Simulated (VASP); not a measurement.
Wanted: the native input for a VASP 6.6.1 run.

```
Task                   : single point
Functional             : PBEsol
Potentials or basis    : VASP PAW PBE potentials, release 64 (Mn_pv, F)
Cutoff                 : 520 eV
k mesh                 : 5 × 5 × 7
Occupations            : fermi-dirac, width 0.15 eV
Spin                   : collinear spin, antiferromagnetic start
Starting moments       : [5.2, -5.2, 0.0, 0.0, 0.0, 0.0] μB
Hubbard terms          : Mn d U = 6.0 eV
Dipole correction      : no
Further INCAR settings : ALGO = Normal; EDIFF = 1e-07; NBANDS = 40
```

The structure of MnF2 lies in POSCAR:

```
MnF2
1.0
    4.8738000000      0.0000000000      0.0000000000
    0.0000000000      4.8738000000      0.0000000000
    0.0000000000      0.0000000000      3.3107000000
Mn F
2 4
Direct
    0.0000000000      0.0000000000      0.0000000000
    0.5000000000      0.5000000000      0.5000000000
    0.3053000000      0.3053000000      0.0000000000
    0.1947000000      0.8053000000      0.5000000000
    0.6947000000      0.6947000000      0.0000000000
    0.8053000000      0.1947000000      0.5000000000
```

These files were run (other wordings do the same):

INCAR

```
  ALGO = Normal
  EDIFF = 1E-7
  ENCUT = 520
  GGA = PS
  ISIF = 2
  ISMEAR = -1
  ISPIN = 2
  LASPH = T
  LCHARG = F
  LDAU = T
  LDAUJ = 0 0
  LDAUL = 2 -1
  LDAUPRINT = 1
  LDAUTYPE = 2
  LDAUU = 6 0
  LMAXMIX = 4
  LORBIT = 11
  LREAL = F
  LWAVE = F
  MAGMOM = 5.2 -5.2 0 0 0 0
  NBANDS = 40
  NELM = 150
  PREC = Accurate
  SIGMA = 0.15
```

KPOINTS

```
k-points
0
Gamma
  5 5 7
```

Potentials or basis: VASP PAW PBE potentials, release 64 (Mn_pv, F).

Command:

```sh
$ cat potpaw_PBE.64/Mn_pv/POTCAR potpaw_PBE.64/F/POTCAR > POTCAR
$ mpirun -np 1 vasp_std > vasp.out
```

It gave:

| Quantity | Value |
| --- | --- |
| Pressure | 0.8 GPa |
| Largest force | 0.022 eV/Å |
| Band gap on the k mesh | 3.96 eV, indirect (least direct gap 4.00 eV) |
| Net moment | 0.00 μB per cell |
| Site moments | Mn +4.71, -4.71; F -0.01, +0.01 μB |
| Valence electrons inside the program's atomic spheres | Mn 11.27; F 6.10 |

Caveat: the PAW data sets were made with another functional, which shifts forces and pressure a little.

Wall time 4.8 min on 1 thread of Oxide Virtual Turin-like Processor, with other jobs on the host, peak memory 0.24 GiB.
